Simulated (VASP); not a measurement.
# Cs (Im-3m) in VASP: a series of runs, part 2 of 2

VASP 6.6.1.

**5. Relaxation of cell and atoms, PBEsol**

This run uses another cell than the first one, of 122.48 Å³/atom.

File INCAR:

```
PREC     = Accurate       # precision mode
ENCUT    = 500            # plane-wave cutoff, eV
EDIFF    = 1E-7           # SCF threshold, eV
ISMEAR   = 0              # smearing method
SIGMA    = 0.1            # smearing width, eV
LREAL    = F              # projectors in reciprocal space
LASPH    = T              # aspherical terms in the spheres
NELM     = 120            # most SCF steps
ALGO     = Normal         # electronic algorithm
ISIF     = 3              # what is computed and relaxed
LWAVE    = F              # write WAVECAR
LCHARG   = F              # write CHGCAR
GGA      = PS             # functional
IBRION   = 2              # ionic algorithm
NSW      = 100            # ionic steps
EDIFFG   = -0.01          # ionic threshold
GGA_COMPAT= F            
NELMIN   = 4
```

File KPOINTS:

```
Automatic mesh
0
Gamma
  12 12 12
```

File POSCAR:

```
Cs
1.0
   -3.1284650614      3.1284650614      3.1284650614
    3.1284650614     -3.1284650614      3.1284650614
    3.1284650614      3.1284650614     -3.1284650614
Cs
1
Direct
    0.0000000000      0.0000000000      0.0000000000
```

Potentials or basis: VASP PAW PBE potentials, release 64 (Cs_sv).

On the command line:

```
$ cat potpaw_PBE.64/Cs_sv/POTCAR > POTCAR
$ mpirun -np 1 vasp_std > vasp.out
```

OUTCAR:

```text
PREC = Accurate
   ENCUT = 500
   EDIFF = 1E-7
   ISMEAR = 0
   LREAL = F
   LASPH = T
   NELM = 120
   ISIF = 3
   GGA = PS
   IBRION = 2
   NSW = 100
   EDIFFG = -0.01
   NELMIN = 4

 ion  position               nearest neighbor table
   1  0.000  0.000  0.000-

  LATTYP: Found a body centered cubic cell.
 ALAT       =     6.2569301228

  Lattice vectors:

 A1 = (  -3.1284650614,   3.1284650614,   3.1284650614)
 A2 = (   3.1284650614,  -3.1284650614,   3.1284650614)
 A3 = (   3.1284650614,   3.1284650614,  -3.1284650614)

Analysis of symmetry for initial positions (statically):
=====================================================================
 Subroutine PRICEL returns:
 Original cell was already a primitive cell.

 Routine SETGRP: Setting up the symmetry group for a
 body centered cubic supercell.

 Subroutine GETGRP returns: Found 48 space group operations
 (whereof 48 operations were pure point group operations)
 out of a pool of 48 trial point group operations.

The static configuration has the point symmetry O_h .

Analysis of symmetry for dynamics (positions and initial velocities):
=====================================================================
 Subroutine PRICEL returns:
 Original cell was already a primitive cell.

 Routine SETGRP: Setting up the symmetry group for a
 body centered cubic supercell.

 Subroutine GETGRP returns: Found 48 space group operations
 (whereof 48 operations were pure point group operations)
 out of a pool of 48 trial point group operations.

The dynamic configuration has the point symmetry O_h .

 Subroutine INISYM returns: Found 48 space group operations
 (whereof 48 operations are pure point group operations),
 and found     1 'primitive' translations

----------------------------------------------------------------------------------------

[... 124 lines left out ...]
  energy-cutoff  :      500.00
  volume of cell :      122.48
 maximum number of plane-waves:      3138
   NGX = 19   NGY = 19   NGZ = 19

--------------------------------------- Ionic step        1  -------------------------------------------

 number of electron       8.9999999 magnetization

 Free energy of the ion-electron system (eV)
  ---------------------------------------------------
  ext. energy  EPLUGINS =         0.00000000
  ---------------------------------------------------
  free energy    TOTEN  =        -0.93451133 eV

  energy without entropy =       -0.92643396  energy(sigma->0) =       -0.93047264

------------------------ aborting loop because EDIFF is reached ----------------------------------------

  FORCE on cell =-STRESS in cart. coord.  units (eV):
  Direction    XX          YY          ZZ          XY          YZ          ZX
  --------------------------------------------------------------------------------------
  -------------------------------------------------------------------------------------
  Total       -0.1572869     -0.1572869     -0.1572869     -0.0000000     -0.0000000      0.0000000
  in kB       -2.0575438     -2.0575438     -2.0575438     -0.0000000     -0.0000000      0.0000000
  external PRESSURE =      -2.0575438 kB  Pullay stress =       0.0000000 kB
[... 92 lines left out ...]
--------------------------------------- Ionic step        4  -------------------------------------------

 number of electron       8.9999998 magnetization

 Free energy of the ion-electron system (eV)
  ---------------------------------------------------
  ext. energy  EPLUGINS =         0.00000000
  ---------------------------------------------------
  free energy    TOTEN  =        -0.94439893 eV

  energy without entropy =       -0.93577769  energy(sigma->0) =       -0.94008831

 E-fermi :   0.5292     XC(G=0):  -5.6431

 val. band max:        0.4890508285   @ k =   0.3333   0.0833   0.0833
 cond. band min:       0.5358787771   @ k =   0.5000   0.0000   0.0000
 fundamental gap:      0.0468279487
 Fermi energy:         0.5292419014

 k-point     1 :       0.0000    0.0000    0.0000
  band No.  band energies     occupation
      1     -23.2801      2.00000
      2      -9.9887      2.00000
      3      -9.9887      2.00000
      4      -9.9887      2.00000
      5      -1.2184      2.00000
      6       3.0666      0.00000
      7       3.0666      0.00000
      8       3.0666      0.00000
[... 243 lines left out ...]
 k-point    24 :       0.4167    0.0833    0.0833
  band No.  band energies     occupation
      1     -23.2709      2.00000
      2     -10.1483      2.00000
      3     -10.0521      2.00000
      4     -10.0003      2.00000
      5       0.7127      0.00946
      6       1.4638      0.00000
      7       2.0141      0.00000
      8       3.8723      0.00000

 [... further k-points ...]

------------------------ aborting loop because EDIFF is reached ----------------------------------------

  FORCE on cell =-STRESS in cart. coord.  units (eV):
  Direction    XX          YY          ZZ          XY          YZ          ZX
  --------------------------------------------------------------------------------------
  -------------------------------------------------------------------------------------
  Total        0.0042357      0.0042357      0.0042357      0.0000000      0.0000000     -0.0000000
  in kB        0.0628443      0.0628443      0.0628443      0.0000000      0.0000000     -0.0000000
  external PRESSURE =       0.0628443 kB  Pullay stress =       0.0000000 kB
[... 16 lines left out ...]
  FREE ENERGIE OF THE ION-ELECTRON SYSTEM (eV)
  ---------------------------------------------------
  free  energy   TOTEN  =        -0.9443989276 eV

  energy  without entropy=       -0.9357776876  energy(sigma->0) =       -0.94008831

 reached required accuracy - stopping structural energy minimisation
```

OSZICAR:

```text
N       E                     dE             d eps       ncg     rms          rms(c)
DAV:   1     0.540814008191E+02    0.54081E+02   -0.27997E+03  1152   0.744E+02
DAV:   2     0.385854135083E+01   -0.50223E+02   -0.49759E+02  1600   0.121E+02
[... 29 lines left out ...]
DAV:   1    -0.100810628503E+01   -0.64311E-01   -0.14017E+00  1152   0.778E+00    0.103E+00
DAV:   2    -0.959455877424E+00    0.48650E-01   -0.66975E-02  1152   0.164E+00    0.473E-01
DAV:   3    -0.944425638988E+00    0.15030E-01   -0.56392E-02  1232   0.143E+00    0.995E-02
DAV:   4    -0.944395680147E+00    0.29959E-04   -0.22445E-04  1376   0.135E-01    0.442E-02
DAV:   5    -0.944403569040E+00   -0.78889E-05   -0.49102E-05  1512   0.500E-02    0.868E-03
DAV:   6    -0.944399001156E+00    0.45679E-05   -0.25059E-06  1472   0.147E-02    0.905E-04
DAV:   7    -0.944398927605E+00    0.73550E-07   -0.15477E-07  1496   0.314E-03
   4 F= -.94439893E+00 E0= -.94008831E+00  d E =-.988760E-02
```

It took 3.9 min on 1 thread of Intel Xeon 8259CL, shared host; peak memory 0.28 GiB.

Results:

```yaml
Free_energy: -0.9444 eV
Relaxed_volume: 107.99 Å³/atom
Relaxed_cell: a = 5.196 Å, b = 5.196 Å, c = 5.196 Å, α = 109.47°, β = 109.47°, γ = 109.47°
Space_group_after_relaxing_to_0.1_Å: Im-3m (No. 229)
Energy_gained_by_relaxing: 9.9 meV/atom
Ionic_steps: 4
Pressure_after_relaxing: 0.0 GPa
Band_gap_on_the_k_mesh: zero (an odd number of electrons rules out a gap without spin polarisation)
```

The path:
```csv
step,energy change (eV),largest force (eV/Å),pressure (GPa),volume (Å³)
1,0.0000,0.0000,-0.21,122.48
2,-0.0033,0.0000,-0.18,119.71
3,-0.0093,0.0000,-0.06,111.66
4,-0.0099,0.0000,0.01,107.99
```

Final structure:
```
CELL_PARAMETERS angstrom
-2.99988 2.99988 2.99988
2.99988 -2.99988 2.99988
2.99988 2.99988 -2.99988
ATOMIC_POSITIONS crystal
Cs 0.00000 0.00000 0.00000
```

Caveat: the PAW data sets were made with another functional, which shifts forces and pressure a little; spin-orbit coupling is left out, which moves the levels of the heavy elements.

**6. The runs side by side**

```csv
task,cell,k mesh,gap on the mesh (eV),pressure (GPa),relaxed volume (Å³/atom)
single point,"a = 5.212 Å, angles 109.5°, 1 atom",12 × 12 × 12,none,0.0,-
single point,"a = 5.212 Å, angles 109.5°, 1 atom",14 × 14 × 14,none,0.0,-
relaxation of cell and atoms,"relaxed from a = 5.212 Å, angles 109.5°, 1 atom",14 × 14 × 14,none,0.0,108.97
relaxation of cell and atoms,"relaxed from a = 5.419 Å, angles 109.5°, 1 atom",12 × 12 × 12,none,0.0,107.99
```

Alike in all rows: level PBEsol; potentials or basis VASP PAW PBE potentials, release 64 (Cs_sv); no spin polarisation; cutoff (eV) 500; smearing gaussian 0.1 eV.

Caveats: the PAW data sets were made with another functional, which shifts forces and pressure a little; spin-orbit coupling is left out, which moves the levels of the heavy elements.

Absolute energies hang on the potentials; compare differences alone.

The gap in the log of VASP goes by the Fermi energy; the results here count the filled bands.